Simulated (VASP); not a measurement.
NaCl: relaxation of cell and atoms with PBEsol

Crystal: NaCl.

```
Na Cl
1.0
     0.00000    2.84709    2.84709
     2.84709    0.00000    2.84709
     2.84709    2.84709    0.00000
Na Cl
1 1
Direct
  0.00000 0.00000 0.00000
  0.50000 0.50000 0.50000
```

* Program: VASP 6.6.1
* Task: relaxation of cell and atoms
* Functional: PBEsol
* Potentials or basis: VASP PAW PBE potentials, release 64 (Na_pv, Cl)
* Cutoff: 600 eV
* k mesh: 8 × 8 × 8
* Occupations: fermi-dirac, width 0.02 eV
* Spin: no spin polarisation
* Dipole correction: no
* Further INCAR settings: ALGO = Normal; EDIFF = 1e-07; IBRION = 2; EDIFFG = -0.005; NSW = 80; ISIF = 3

```yaml
Relaxed_volume: 22.01 Å³/atom
Relaxed_cell: a = 3.963 Å, b = 3.963 Å, c = 3.963 Å, α = 60.00°, β = 60.00°, γ = 60.00°
Space_group_after_relaxing_to_0.05_Å: Fm-3m (No. 225)
Energy_gained_by_relaxing: 3.8 meV/atom
Ionic_steps: 4
Pressure_after_relaxing: 0.0 GPa
Band_gap_on_the_k_mesh: 5.00 eV, direct
```

Step by step:
```tsv
step	energy change (eV)	largest force (eV/Å)	pressure (GPa)	volume (Å³)
1	0.0000	0.0000	-1.10	46.16
2	-0.0056	0.0000	-0.60	45.11
3	-0.0076	0.0000	-0.04	44.08
4	-0.0077	0.0000	0.01	44.02
```

Final structure:
```
Na Cl
1.0
     0.00000    2.80238    2.80238
     2.80238    0.00000    2.80238
     2.80238    2.80238    0.00000
Na Cl
1 1
Cartesian
  0.0000 0.0000 0.0000
  2.8024 2.8024 2.8024
```

Levels at points of the mesh, in eV from the valence-band top:
| k point | band 5 | band 6 | band 7 | band 8 | band 9 | band 10 |
| --- | --- | --- | --- | --- | --- | --- |
| (0.00, 0.00, 0.00) | 0.00 | 0.00 | 0.00 | 5.00 | 11.02 | 11.02 |
| (0.50, 0.00, 0.00) | -2.03 | -0.28 | -0.28 | 7.11 | 10.65 | 10.91 |
| (0.50, 0.50, 0.00) | -1.75 | -0.63 | -0.63 | 7.49 | 7.87 | 11.26 |

Wall time 21 s on 1 thread of Intel(R) Xeon(R) Platinum 8559C (Emerald Rapids), with other jobs on the host, peak memory 0.18 GiB.

Caveat: the PAW data sets were made with another functional, which shifts forces and pressure a little.
